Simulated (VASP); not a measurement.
A run of VASP 6.6.1 is set up as follows.

INCAR

```
PREC     = Accurate       # precision mode
ENCUT    = 520            # plane-wave cutoff, eV
EDIFF    = 1E-6           # SCF threshold, eV
ISMEAR   = 0              # smearing method
SIGMA    = 0.1            # smearing width, eV
LREAL    = False          # projectors in reciprocal space
LASPH    = True           # aspherical terms in the spheres
NELM     = 120            # most SCF steps
ALGO     = Normal         # electronic algorithm
ISIF     = 2              # what is computed and relaxed
LWAVE    = False          # write WAVECAR
LCHARG   = True           # write CHGCAR
LDIPOL   = True         
IDIPOL   = 3            
DIPOL    = 0.5 0.5 0.328
GGA      = PE             # functional
LELF     = True           # ELF
LVHAR    = True         
LVACPOTAV= True         
NBANDS   = 28             # bands
GGA_COMPAT= False        
NELMDL   = -8
```

Contents of KPOINTS:

```
Automatic mesh
0
Gamma
  9 3 1
```

POSCAR

```
Al9O
1.0
    2.8535431553      0.0000000000      0.0000000000
   -1.4267715776      9.7014842380      0.0000000000
    0.0000000000      0.0000000000     20.2903703519
Al O
9 1
Direct
    0.5324432082      0.0648864163      0.1971378506
    0.6709612116      0.3419224231      0.2462112388
    0.2986648122      0.5973296244      0.2560259164
    0.9263684129      0.8527368258      0.2658405940
    0.0639544186      0.1277109169      0.3154271774
    0.1995835202      0.4042231294      0.3707799915
    0.8288001075      0.6596656514      0.3785021758
    0.4526153831      0.9110819252      0.3874246337
    0.5924854486      0.1814072004      0.4332286794
    1.3424854486      0.6814072004      0.4279089190
```

Potentials or basis: VASP PAW PBE potentials, release 64 (Al, O).

The run is started by

```console
$ cat potpaw_PBE.64/Al/POTCAR potpaw_PBE.64/O/POTCAR > POTCAR
$ mpirun -np 1 vasp_std > vasp.out
```

(1) What does it give for the largest force?

(2) What does it give for the band gap on the k mesh?

Results:

(1) 1.078 eV/Å.

(2) zero (an odd number of electrons rules out a gap without spin polarisation).

Caveat: an odd number of electrons without spin polarisation forces a metal; a magnetic or distorted state may lie lower.
